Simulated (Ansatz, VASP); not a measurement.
# Ga2O3 in VASP and in Ansatz

Contents of INCAR:

```
ALGO = Normal
EDIFF = 1E-6
ENCUT = 600
GGA = PE
GGA_COMPAT = False
ISIF = 2
ISMEAR = 0
IVDW = 12
LASPH = True
LCHARG = False
LREAL = False
LWAVE = False
NBANDS = 55
NELM = 120
PREC = Accurate
SIGMA = 0.02
```

Contents of KPOINTS:

```
k-points
0
Gamma
  6 6 6
```

File POSCAR:

```
Ga2O3
1.0
    2.5161843272      1.4527197154      4.5105405420
   -2.5161843272      1.4527197154      4.5105405420
    0.0000000000     -2.9054393806      4.5105405581
Ga O
4 6
Direct
    0.3559062404      0.3559062404      0.3559062404
    0.1440937596      0.1440937596      0.1440937596
    0.6440937596      0.6440937596      0.6440937596
    0.8559062404      0.8559062404      0.8559062404
    0.5531578652      0.9468421348      0.2500000000
    0.2500000000      0.5531578652      0.9468421348
    0.9468421348      0.2500000000      0.5531578652
    0.4468421348      0.0531578652      0.7500000000
    0.7500000000      0.4468421348      0.0531578652
    0.0531578652      0.7500000000      0.4468421348
```

Input for Ansatz:

```yaml
crystal:
  lattice:
    - [2.5161843272, 1.4527197154, 4.510540542]
    - [-2.5161843272, 1.4527197154, 4.510540542]
    - [0.0, -2.9054393806, 4.5105405581]
  atoms:
    - { symbol: Ga, position: [0.3559062404, 0.3559062404, 0.3559062404] }
    - { symbol: Ga, position: [0.1440937596, 0.1440937596, 0.1440937596] }
    - { symbol: Ga, position: [0.6440937596, 0.6440937596, 0.6440937596] }
    - { symbol: Ga, position: [0.8559062404, 0.8559062404, 0.8559062404] }
    - { symbol: O, position: [0.5531578652, 0.9468421348, 0.25] }
    - { symbol: O, position: [0.25, 0.5531578652, 0.9468421348] }
    - { symbol: O, position: [0.9468421348, 0.25, 0.5531578652] }
    - { symbol: O, position: [0.4468421348, 0.0531578652, 0.75] }
    - { symbol: O, position: [0.75, 0.4468421348, 0.0531578652] }
    - { symbol: O, position: [0.0531578652, 0.75, 0.4468421348] }
basis:
  ecutwfc: 420
kpoints:
  mp_grid: { grid: [6, 6, 6] }
  band_path:
    path:
      - [[0.0, 0.0, 0.0], [0.5, 0.5, 0.5], [0.76417967, 0.23582033, 0.5]]
      - [[0.5, -0.23582033, 0.23582033], [0.5, 0.0, 0.0], [0.0, 0.0, 0.0], [0.36791017, -0.36791017, 0.0]]
      - [[0.63208983, 0.0, 0.36791017], [0.5, 0.0, 0.5], [0.0, 0.0, 0.0]]
    npoints: 10
hamiltonian:
  xc: pbe
  dispersion: d3bj
  pseudopotentials: { kind: paw, azcp: { folder: soft_1 } }
scf:
  occupations: { method: gaussian, width: 0.02 }
  n_extra_bands: 11
output:
  forces: true
  stress: true
  eigenvalues: true
```

Alike in both runs: task single point; functional PBE; dispersion D3(BJ); k mesh 6 × 6 × 6; occupations gaussian, width 0.02 eV; no spin polarisation.

|  | VASP | Ansatz |
| --- | --- | --- |
| version | VASP 6.6.1 | Ansatz 0.2.0 |
| potentials or method | VASP PAW PBE potentials, release 64 (Ga_d, O), cutoff 600 eV | scalar-relativistic, plane waves, PAW |
| valence electrons in the cell | 88 | 88 |

```csv
,VASP,Ansatz,Ansatz less VASP
gap on the k mesh at the Fermi level (eV),2.56,2.58,+0.013
least direct gap on the mesh (eV),2.81,2.82,+0.013
pressure (GPa),0.7,0.0,-0.70
"traceless stress, the component that is largest in VASP (GPa)",-0.08,0.00,+0.079
rms of the force components (eV/Å),0.005,0.000,-0.0054
```

Atom by atom the forces differ by 0.006 eV/Å (rms over components).
